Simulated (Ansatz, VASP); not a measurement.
TiSi2 in VASP and in Ansatz

INCAR

```
SYSTEM = TiSi2
PREC     = Accurate       ! precision mode
ENCUT    = 520            ! plane-wave cutoff, eV
EDIFF    = 1E-6           ! SCF threshold, eV
ISMEAR   = 0              ! smearing method
SIGMA    = 0.15           ! smearing width, eV
LREAL    = .False.        ! projectors in reciprocal space
LASPH    = .True.         ! aspherical terms in the spheres
NELM     = 80             ! most SCF steps
ALGO     = Normal         ! electronic algorithm
ISIF     = 2              ! what is computed and relaxed
LWAVE    = .False.        ! write WAVECAR
LCHARG   = .True.         ! write CHGCAR
GGA      = PS             ! functional
LELF     = .True.         ! ELF
LVHAR    = .True.       
NBANDS   = 29             ! bands
```

Contents of KPOINTS:

```
Automatic mesh
0
Gamma
  10 10 10
  0 0 0
```

The input POSCAR:

```
TiSi2
1.0
    0.0000000000      4.0910612953      4.2480470636
    2.3808780418      0.0000000000      4.2480470636
    2.3808780418      4.0910612953      0.0000000000
Ti Si
2 4
Direct
    0.7500000000      0.7500000000      0.7500000000
    0.5000000000      0.5000000000      0.5000000000
    0.0861670624      0.4138329376      0.0861670624
    0.4138329376      0.0861670624      0.4138329376
    0.1638329376      0.8361670624      0.1638329376
    0.8361670624      0.1638329376      0.8361670624
```

Input for Ansatz:

```yaml
crystal:
  lattice:
    - [0.0, 4.0910612953, 4.2480470636]
    - [2.3808780418, 0.0, 4.2480470636]
    - [2.3808780418, 4.0910612953, 0.0]
  atoms:
    - { symbol: Ti, position: [0.75, 0.75, 0.75] }
    - { symbol: Ti, position: [0.5, 0.5, 0.5] }
    - { symbol: Si, position: [0.0861670624, 0.4138329376, 0.0861670624] }
    - { symbol: Si, position: [0.4138329376, 0.0861670624, 0.4138329376] }
    - { symbol: Si, position: [0.1638329376, 0.8361670624, 0.1638329376] }
    - { symbol: Si, position: [0.8361670624, 0.1638329376, 0.8361670624] }
basis:
  ecutwfc: 420
kpoints:
  mp_grid: { grid: [10, 10, 10] }
hamiltonian:
  xc: pbesol
scf:
  occupations: { method: gaussian, width: 0.15 }
output:
  forces: true
  stress: true
  eigenvalues: true
```

Alike in both runs: task single point; functional PBEsol; k mesh 10 × 10 × 10; occupations gaussian, width 0.15 eV; no spin polarisation.

|  | VASP | Ansatz |
| --- | --- | --- |
| version | VASP 6.6.1 | Ansatz 0.2.0 |
| potentials or method | VASP PAW PBE potentials, release 64 (Ti_sv, Si), cutoff 520 eV | scalar-relativistic, plane waves, PAW |
| valence electrons in the cell | 40 | 40 |

|  | VASP | Ansatz | Ansatz less VASP |
| --- | --- | --- | --- |
| gap on the k mesh at the Fermi level (eV) | none | none | - |
| pressure (GPa) | 0.2 | 0.0 | -0.17 |
| traceless stress, the component that is largest in VASP (GPa) | 0.10 | 0.05 | -0.049 |

VASP's potentials were made for PBE, not for PBEsol. A gap of «none» marks a metal or a gap that the smearing closes. The functional is the same, so the differences come from potentials, cutoffs and numerics.
